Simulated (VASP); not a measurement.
# Nd2Y2Cl (P-3m1) in VASP: a series of runs

Runs on Nd2Y2Cl. Level: PBE. Tasks: single point.

All numbers are computed with VASP 6.6.1; they aren't measurements. Logs are shortened: lines on timing, memory, paths and dates and some standing lists are left out, and cuts for length are marked.

## 1. The cell of the first run

It takes space group P-3m1 (No. 164, trigonal). Conventional cell: a = 3.710 Å, b = 3.710 Å, c = 13.060 Å, α = 90.00°, β = 90.00°, γ = 120.00°. Within 4.1 Å of Nd (site symmetry 3m) lie 3 Cl at 3.11 Å and 3 Y at 3.56 Å and 6 Nd at 3.71 Å. Y (site symmetry 3m) has 3 Nd at 3.56 Å and 9 Y at 3.57 to 3.71 Å within 4.7 Å. Within 4.1 Å of Cl (site symmetry -3m) lie 6 Nd at 3.11 Å and 6 Cl at 3.71 Å.

The cell was built from a structure type or drawn by symmetry, and may not be a known phase.

## 2. Single point, PBE

File INCAR:

```
PREC = Accurate
ENCUT = 500
EDIFF = 1E-6
ISMEAR = 0
SIGMA = 0.1
LREAL = False
LASPH = True
NELM = 200
ALGO = Normal
ISIF = 2
LWAVE = False
LCHARG = False
GGA = PE
NBANDS = 34
GGA_COMPAT = False
LMAXMIX = 6
```

File KPOINTS:

```
regular mesh
0
Gamma
  12 12 4
```

File POSCAR:

```
Nd2Y2Cl
1.0
    3.7102955506      0.0000000000      0.0000000000
   -1.8551477753      3.2132102024      0.0000000000
    0.0000000000      0.0000000000     13.0597226265
Nd Y Cl
2 2 1
Direct
    0.3333333333      0.6666666667      0.3271686947
    0.6666666667      0.3333333333      0.6728313053
    0.3333333333      0.6666666667      0.8907563656
    0.6666666667      0.3333333333      0.1092436344
    0.0000000000      0.0000000000      0.5000000000
```

Potentials or basis: VASP PAW PBE potentials, release 64 (Nd_3, Y_sv, Cl), 4f in core.

The run is started by

```
cat potpaw_PBE.64/Nd_3/POTCAR potpaw_PBE.64/Y_sv/POTCAR potpaw_PBE.64/Cl/POTCAR > POTCAR
mpirun -np 1 vasp_std > vasp.out
```

OUTCAR:

```text
PREC = Accurate
   ENCUT = 500
   EDIFF = 1E-6
   ISMEAR = 0
   LREAL = False
   LASPH = True
   NELM = 200
   ISIF = 2
   GGA = PE

 ion  position               nearest neighbor table
   1  0.333  0.667  0.327-   5 3.11   5 3.11   5 3.11   4 3.56   4 3.56   4 3.56
   2  0.667  0.333  0.673-   5 3.11   5 3.11   5 3.11   3 3.56   3 3.56   3 3.56
   3  0.333  0.667  0.891-   2 3.56   2 3.56   2 3.56   4 3.57   4 3.57   4 3.57
   4  0.667  0.333  0.109-   1 3.56   1 3.56   1 3.56   3 3.57   3 3.57   3 3.57
   5  0.000  0.000  0.500-   1 3.11   2 3.11   2 3.11   1 3.11   2 3.11   1 3.11

  LATTYP: Found a hexagonal cell.
 ALAT       =     3.7102955506
 C/A-ratio  =     3.5198604662

  Lattice vectors:

 A1 = (   3.7102955506,   0.0000000000,   0.0000000000)
 A2 = (  -1.8551477753,   3.2132102024,   0.0000000000)
 A3 = (   0.0000000000,   0.0000000000,  13.0597226265)

Analysis of symmetry for initial positions (statically):
=====================================================================
 Subroutine PRICEL returns:
 Original cell was already a primitive cell.

 Routine SETGRP: Setting up the symmetry group for a
 hexagonal supercell.

 Subroutine GETGRP returns: Found 12 space group operations
 (whereof 12 operations were pure point group operations)
 out of a pool of 24 trial point group operations.

The static configuration has the point symmetry D_3d.

Analysis of symmetry for dynamics (positions and initial velocities):
=====================================================================
 Subroutine PRICEL returns:
 Original cell was already a primitive cell.

 Routine SETGRP: Setting up the symmetry group for a
 hexagonal supercell.

 Subroutine GETGRP returns: Found 12 space group operations
 (whereof 12 operations were pure point group operations)
 out of a pool of 24 trial point group operations.

The dynamic configuration has the point symmetry D_3d.

 Subroutine INISYM returns: Found 12 space group operations
 (whereof 12 operations are pure point group operations),
 and found     1 'primitive' translations

----------------------------------------------------------------------------------------

                                     Primitive cell

  volume of cell :     155.6975

  direct lattice vectors                    reciprocal lattice vectors
     3.710295551  0.000000000  0.000000000     0.269520308  0.155607622  0.000000000
    -1.855147775  3.213210202  0.000000000     0.000000000  0.311215245  0.000000000
     0.000000000  0.000000000 13.059722626     0.000000000  0.000000000  0.076571305

  length of vectors
     3.710295551  3.710295551 13.059722626     0.311215245  0.311215245  0.076571305

  position of ions in fractional coordinates (direct lattice)
     0.333333333  0.666666667  0.327168695
     0.666666667  0.333333333  0.672831305
     0.333333333  0.666666667  0.890756366
     0.666666667  0.333333333  0.109243634
     0.000000000  0.000000000  0.500000000

  ion indices of the primitive-cell ions
   primitive index   ion index
                 1           1
                 2           2
                 3           3
                 4           4
                 5           5

----------------------------------------------------------------------------------------

 KPOINTS: regular mesh

Automatic generation of k-mesh.
 Grid dimensions read from file:
 generate k-points for:   12   12    4

 Generating k-lattice:

  Cartesian coordinates                     Fractional coordinates (reciprocal lattice)
     0.022460026  0.012967302  0.000000000     0.083333333  0.000000000  0.000000000
     0.000000000  0.025934604  0.000000000     0.000000000  0.083333333  0.000000000
     0.000000000  0.000000000  0.019142826     0.000000000  0.000000000  0.250000000

  Length of vectors
     0.025934604  0.025934604  0.019142826

  Shift w.r.t. Gamma in fractional coordinates (k-lattice)
     0.000000000  0.000000000  0.000000000

 Subroutine IBZKPT returns following result:
 ===========================================

 Found     69 irreducible k-points:

 Following reciprocal coordinates:
            Coordinates               Weight
  0.000000  0.000000  0.000000      1.000000
  0.083333 -0.000000  0.000000      6.000000
  0.166667 -0.000000  0.000000      6.000000
  0.250000  0.000000  0.000000      6.000000
  0.333333  0.000000  0.000000      6.000000
  0.416667  0.000000  0.000000      6.000000
[... 16 lines left out ...]
  0.166667 -0.000000  0.250000      6.000000
  0.000000  0.166667  0.250000      6.000000
 [... further k-points ...]
   k-points           NKPTS =     69   k-points in BZ     NKDIM =     69   number of bands    NBANDS=     34
   number of dos      NEDOS =    301   number of ions     NIONS =      5
   total plane-waves  NPLWV =  75264
   dimension x,y,z NGX =    28 NGY =   28 NGZ =   96
   dimension x,y,z NGXF=    56 NGYF=   56 NGZF=  192
   ions per type =               2   2   1
   NGX,Y,Z   is equivalent  to a cutoff of  12.55, 12.55, 12.22 a.u.
   NGXF,Y,Z  is equivalent  to a cutoff of  25.09, 25.09, 24.44 a.u.
 SYSTEM =  unknown system
   PREC   = accura    normal or accurate (medium, high low for compatibility)
   ISTART =      0    job   : 0-new  1-cont  2-samecut
   ICHARG =      2    charge: 1-file 2-atom 10-const
   ISPIN  =      1    spin polarized calculation?
   LNONCOLLINEAR =      F non collinear calculations
   LSORBIT =      F    spin-orbit coupling
   LASPH  =      T    aspherical Exc in radial PAW
   ENCUT  =  500.0 eV  36.75 Ry    6.06 a.u.   6.76  6.76 23.81*2*pi/ulx,y,z
   NELM   =    200;   NELMIN=  2; NELMDL= -5     # of ELM steps
   EDIFF  = 0.1E-05   stopping-criterion for ELM
   LREAL  =      F    real-space projection
   EDIFFG = 0.1E-04   stopping-criterion for IOM
   NSW    =      0    number of steps for IOM
   IBRION =     -1    ionic relax: 0-MD 1-quasi-New 2-CG
   NFREE  =      0    steps in history (QN), initial steepest desc. (CG)
   ISIF   =      2    stress and relaxation
   ISYM   =      2    0-nonsym 1-usesym 2-fastsym
   POTIM  = 0.5000    time-step for ionic-motion
   TEBEG  =    0.0;   TEEND  =   0.0 temperature during run
   PSTRESS=    0.0 pullay stress
   NELECT =      51.0000    total number of electrons
   NUPDOWN=      -1.0000    fix difference up-down
   EMIN   =  10.00;   EMAX   =-10.00  energy-range for DOS
   EFERMI =   0.00;   METHOD = LEGACY
   ISMEAR =     0;   SIGMA  =   0.10  broadening in eV -4-tet -1-fermi 0-gaus
   EFERMI_NEDOS =   21; number of points for ismear=-14 and -15
   IALGO  =     38    algorithm
   IMIX   =      4    mixing-type and parameters
     AMIX     =   0.40;   BMIX     =  1.00
     AMIX_MAG =   1.60;   BMIX_MAG =  1.00
  volume/ion in A,a.u.               =      31.14       210.14
  Fermi-wavevector in a.u.,A,eV,Ry     =   1.128507  2.132569 17.327409  1.273529
  Thomas-Fermi vector in A             =   2.265198
   LORBIT       =      0    0 simple, 1 ext, 2 COOP (PROOUT), +10 PAW based schemes
   GGA     = PE    functional components
   LHFCALC =     F    Hartree Fock is set to
   AEXX    =    0.0000 exact exchange contribution
   IVDW    =     0    specifies the selected vdW correction
   LEPSILON=     F    determine dielectric tensor
   LRPA    =     F    only Hartree local field effects (RPA)
 non-spin polarized calculation
 Gauss-broadening in eV      SIGMA  =   0.10
  energy-cutoff  :      500.00
  volume of cell :      155.70
 maximum number of plane-waves:      3984
   NGX = 13   NGY = 13   NGZ = 47

 number of electron      50.9999998 magnetization

 Free energy of the ion-electron system (eV)
  ---------------------------------------------------
  ext. energy  EPLUGINS =         0.00000000
  ---------------------------------------------------
  free energy    TOTEN  =       -26.84078329 eV

  energy without entropy =      -26.78888512  energy(sigma->0) =      -26.81483420

 E-fermi :   3.8041     XC(G=0):  -9.5314

 val. band max:        3.8033307235   @ k =  -0.1667   0.5000   0.2500
 cond. band min:       3.8046098231   @ k =   0.0000   0.3333   0.2500
 fundamental gap:      0.0012790996
 Fermi energy:         3.8041224904

 k-point     1 :       0.0000    0.0000    0.0000
  band No.  band energies     occupation
      1     -38.8918      2.00000
      2     -38.8576      2.00000
      3     -34.5066      2.00000
      4     -34.5050      2.00000
      5     -19.0378      2.00000
      6     -18.7619      2.00000
[... 26 lines left out ...]
     33       5.4775      0.00000
     34       5.7320      0.00000

 k-point     2 :       0.0833   -0.0000    0.0000
  band No.  band energies     occupation
      1     -38.8894      2.00000
      2     -38.8563      2.00000
      3     -34.5018      2.00000
      4     -34.5003      2.00000
      5     -19.0315      2.00000
      6     -18.7759      2.00000
[... 26 lines left out ...]
     33       5.6594      0.00000
     34       5.7111      0.00000

 k-point     3 :       0.1667   -0.0000    0.0000
  band No.  band energies     occupation
      1     -38.8829      2.00000
      2     -38.8528      2.00000
      3     -34.4888      2.00000
      4     -34.4874      2.00000
      5     -19.0149      2.00000
      6     -18.8245      2.00000
[... 26 lines left out ...]
     33       5.7076      0.00000
     34       5.8031      0.00000
[... 704 lines left out ...]
 k-point    23 :       0.1667   -0.0000    0.2500
  band No.  band energies     occupation
      1     -38.8829      2.00000
      2     -38.8528      2.00000
      3     -34.4888      2.00000
      4     -34.4874      2.00000
      5     -19.0149      2.00000
      6     -18.8245      2.00000
[... 26 lines left out ...]
     33       5.7721      0.00000
     34       5.7786      0.00000

 k-point    24 :       0.0000    0.1667    0.2500
  band No.  band energies     occupation
      1     -38.8829      2.00000
      2     -38.8528      2.00000
      3     -34.4888      2.00000
      4     -34.4874      2.00000
      5     -19.0149      2.00000
      6     -18.8245      2.00000
[... 26 lines left out ...]
     33       5.6102      0.00000
     34       5.8557      0.00000

 [... further k-points ...]

------------------------ aborting loop because EDIFF is reached ----------------------------------------

  FORCE on cell =-STRESS in cart. coord.  units (eV):
  Direction    XX          YY          ZZ          XY          YZ          ZX
  --------------------------------------------------------------------------------------
  -------------------------------------------------------------------------------------
  Total        0.0401947      0.0401947      0.0313117      0.0000000      0.0000000     -0.0000000
  in kB        0.4136162      0.4136162      0.3222071      0.0000000      0.0000000     -0.0000000
  external PRESSURE =       0.3831465 kB  Pullay stress =       0.0000000 kB

 VOLUME and BASIS-vectors are now :
 -----------------------------------------------------------------------------
  energy-cutoff  :      500.00
  volume of cell :      155.70
      direct lattice vectors                 reciprocal lattice vectors
     3.710295551  0.000000000  0.000000000     0.269520308  0.155607622  0.000000000
    -1.855147775  3.213210202  0.000000000     0.000000000  0.311215245  0.000000000
     0.000000000  0.000000000 13.059722626     0.000000000  0.000000000  0.076571305

 POSITION                                       TOTAL-FORCE (eV/Angst)
 -----------------------------------------------------------------------------------
     -0.00000      2.14214      4.27273         0.000000      0.000000      0.013091
      1.85515      1.07107      8.78699        -0.000000     -0.000000     -0.013091
     -0.00000      2.14214     11.63303        -0.000000      0.000000      0.017950
      1.85515      1.07107      1.42669         0.000000     -0.000000     -0.017950
      0.00000      0.00000      6.52986         0.000000      0.000000      0.000000
 -----------------------------------------------------------------------------------
    total drift:                               -0.000000      0.000000      0.000000

  FREE ENERGIE OF THE ION-ELECTRON SYSTEM (eV)
  ---------------------------------------------------
  free  energy   TOTEN  =       -26.8407832871 eV

  energy  without entropy=      -26.7888851194  energy(sigma->0) =      -26.81483420
```

Run time: 3.3 min. Hardware: 1 thread of Intel Xeon 6975P-C (Granite Rapids), shared host; peak memory 0.49 GiB.

Results:

```
Free energy            : -26.8408 eV
Pressure               : 0.0 GPa
Largest force          : 0.018 eV/Å
Band gap on the k mesh : zero (an odd number of electrons rules out a gap without spin polarisation)
```

Forces on the atoms (eV/Å):
```
Nd   0.000  0.000  0.013
Nd   0.000  0.000 -0.013
Y    0.000  0.000  0.018
Y    0.000  0.000 -0.018
Cl   0.000  0.000  0.000
```

Caveat: spin-orbit coupling is left out, which moves the levels of the heavy elements; the 4f electrons are frozen in the core, so they carry no moment and show no levels; an odd number of electrons without spin polarisation forces a metal; a magnetic or distorted state may lie lower; the run has no spin polarisation, though such a crystal can be magnetic.

## 3. Single point, PBE

File INCAR:

```
SYSTEM = Nd2Y2Cl
PREC     = Accurate       ! precision mode
ENCUT    = 500            ! plane-wave cutoff, eV
EDIFF    = 1E-6           ! SCF threshold, eV
ISMEAR   = 0              ! smearing method
SIGMA    = 0.1            ! smearing width, eV
LREAL    = .False.        ! projectors in reciprocal space
LASPH    = .True.         ! aspherical terms in the spheres
NELM     = 200            ! most SCF steps
ALGO     = Normal         ! electronic algorithm
ISIF     = 2              ! what is computed and relaxed
LWAVE    = .False.        ! write WAVECAR
LCHARG   = .False.        ! write CHGCAR
GGA      = PE             ! functional
NBANDS   = 34             ! bands
GGA_COMPAT= .False.      
LMAXMIX  = 6              ! l up to which the mixer works
```

File KPOINTS:

```
Automatic mesh
0
Gamma
  12 12 4
  0 0 0
```

File POSCAR:

```
Nd2Y2Cl
1.0
    3.7101762958      0.0000000000      0.0000000000
   -1.8550881479      3.2131069247      0.0000000000
    0.0000000000      0.0000000000     13.0569947904
Nd Y Cl
2 2 1
Direct
    0.3333333333      0.6666666667      0.8272577247
    0.6666666667      0.3333333333      0.1727422753
    0.3333333333      0.6666666667      0.3906480186
    0.6666666667      0.3333333333      0.6093519814
    0.0000000000      0.0000000000      0.0000000000
```

Potentials or basis: VASP PAW PBE potentials, release 64 (Nd_3, Y_sv, Cl), 4f in core.

The run is started by

```
cat potpaw_PBE.64/Nd_3/POTCAR potpaw_PBE.64/Y_sv/POTCAR potpaw_PBE.64/Cl/POTCAR > POTCAR
mpirun -np 1 vasp_std > vasp.out
```

Wall time 3.1 min (1 thread of Intel Xeon 6975P-C (Granite Rapids), shared host); peak memory 0.49 GiB.

It converged, with:

```yaml
Free_energy: -26.8407 eV
Pressure: 0.1 GPa
Largest_force: 0.024 eV/Å
Band_gap_on_the_k_mesh: zero (an odd number of electrons rules out a gap without spin polarisation)
```

Forces in eV/Å, atoms in the order of the input:
```
Nd   0.000  0.000  0.011
Nd   0.000  0.000 -0.011
Y    0.000  0.000  0.024
Y    0.000  0.000 -0.024
Cl   0.000  0.000  0.000
```

Levels at points of the mesh, in eV from the Fermi level:
| k point | band 21 | band 22 | band 23 | band 24 | band 25 | band 26 | band 27 | band 28 | band 29 | band 30 |
| --- | --- | --- | --- | --- | --- | --- | --- | --- | --- | --- |
| (0.00, 0.00, 0.00) | -4.11 | -2.63 | -2.22 | -1.45 | 0.45 | 1.12 | 1.12 | 1.14 | 1.52 | 1.52 |
| (0.50, 0.00, 0.00) | -1.64 | -1.62 | -1.35 | -0.96 | -0.59 | -0.13 | -0.04 | 0.68 | 1.29 | 1.61 |
| (0.00, 0.00, 0.50) | -3.99 | -3.01 | -1.91 | -1.48 | 0.74 | 0.76 | 1.19 | 1.19 | 1.42 | 1.42 |
| (0.50, 0.00, 0.50) | -1.71 | -1.52 | -1.30 | -1.17 | -0.31 | -0.24 | 0.00 | 0.68 | 1.18 | 1.40 |

Caveat: spin-orbit coupling is left out, which moves the levels of the heavy elements; the 4f electrons are frozen in the core, so they carry no moment and show no levels; an odd number of electrons without spin polarisation forces a metal; a magnetic or distorted state may lie lower; the run has no spin polarisation, though such a crystal can be magnetic.

## 4. Single point, PBE

File INCAR:

```
SYSTEM = Nd2Y2Cl
PREC = Accurate ; ENCUT = 500
EDIFF = 1E-6 ; ISMEAR = 0
SIGMA = 0.1 ; LREAL = .FALSE.
LASPH = .TRUE. ; NELM = 200
ALGO = Normal ; ISIF = 2
LWAVE = .FALSE. ; LCHARG = .TRUE.
GGA = PE ; LELF = .TRUE.
LVHAR = .TRUE. ; NBANDS = 34
GGA_COMPAT = .FALSE. ; LMAXMIX = 6
```

File KPOINTS:

```
Automatic mesh
0
G
  12 12 4
  0 0 0
```

File POSCAR:

```
Nd2Y2Cl
1.0
    3.7109919130      0.0000000000      0.0000000000
   -1.8554959565      3.2138132699      0.0000000000
    0.0000000000      0.0000000000     13.0605032105
Nd Y Cl
2 2 1
Direct
    0.3333333333      0.6666666667      0.8272577274
    0.6666666667      0.3333333333      0.1727422726
    0.3333333333      0.6666666667      0.3906626513
    0.6666666667      0.3333333333      0.6093373487
    0.0000000000      0.0000000000      0.0000000000
```

The run is started by

```
cat potpaw_PBE.64/Nd_3/POTCAR potpaw_PBE.64/Y_sv/POTCAR potpaw_PBE.64/Cl/POTCAR > POTCAR
mpirun -np 1 vasp_std > vasp.out
```

It took 3.2 min on 1 thread of Intel Xeon 6975P-C (Granite Rapids), shared host; peak memory 0.5 GiB.

The run converged. Its results:

- Free energy: -26.8408 eV
- Pressure: 0.0 GPa
- Largest force: 0.022 eV/Å
- Band gap on the k mesh: zero (an odd number of electrons rules out a gap without spin polarisation)

Forces in eV/Å, atoms in the order of the input:
```
Nd   0.000  0.000  0.010
Nd   0.000  0.000 -0.010
Y    0.000  0.000  0.022
Y    0.000  0.000 -0.022
Cl   0.000  0.000  0.000
```

Levels at points of the mesh, in eV from the Fermi level:
```
           k point  band 22  band 23  band 24  band 25  band 26  band 27  band 28  band 29
(0.00, 0.00, 0.00)    -2.63    -2.22    -1.45     0.45     1.12     1.12     1.14     1.52
(0.50, 0.00, 0.00)    -1.62    -1.35    -0.96    -0.59    -0.13    -0.04     0.68     1.28
(0.00, 0.00, 0.50)    -3.01    -1.91    -1.48     0.74     0.76     1.19     1.19     1.42
(0.50, 0.00, 0.50)    -1.52    -1.30    -1.17    -0.31    -0.24     0.00     0.68     1.18
```

Caveat: spin-orbit coupling is left out, which moves the levels of the heavy elements; the 4f electrons are frozen in the core, so they carry no moment and show no levels; an odd number of electrons without spin polarisation forces a metal; a magnetic or distorted state may lie lower; the run has no spin polarisation, though such a crystal can be magnetic. Spin polarisation is off, so any magnetic state and its effect on volume and gap are missing.

## 5. The runs side by side

```tsv
cell	gap on the mesh (eV)	pressure (GPa)	largest force (eV/Å)
a = 3.710, b = 3.710, c = 13.060 Å, angles 90.0, 90.0, 120.0°, 5 atoms	none	0.0	0.02
a = 3.710, b = 3.710, c = 13.057 Å, angles 90.0, 90.0, 120.0°, 5 atoms	none	0.1	0.02
a = 3.711, b = 3.711, c = 13.061 Å, angles 90.0, 90.0, 120.0°, 5 atoms	none	0.0	0.02
```

Alike in all rows: task single point; level PBE; potentials or basis VASP PAW PBE potentials, release 64 (Nd_3, Y_sv, Cl), 4f in core; no spin polarisation; k mesh 12 × 12 × 4; cutoff (eV) 500; smearing gaussian 0.1 eV.

Caveats: spin-orbit coupling is left out, which moves the levels of the heavy elements; the 4f electrons are frozen in the core, so they carry no moment and show no levels; an odd number of electrons without spin polarisation forces a metal; a magnetic or distorted state may lie lower; the run has no spin polarisation, though such a crystal can be magnetic.

Total energies depend on the potentials used, so only differences within one code and one set of settings carry meaning.
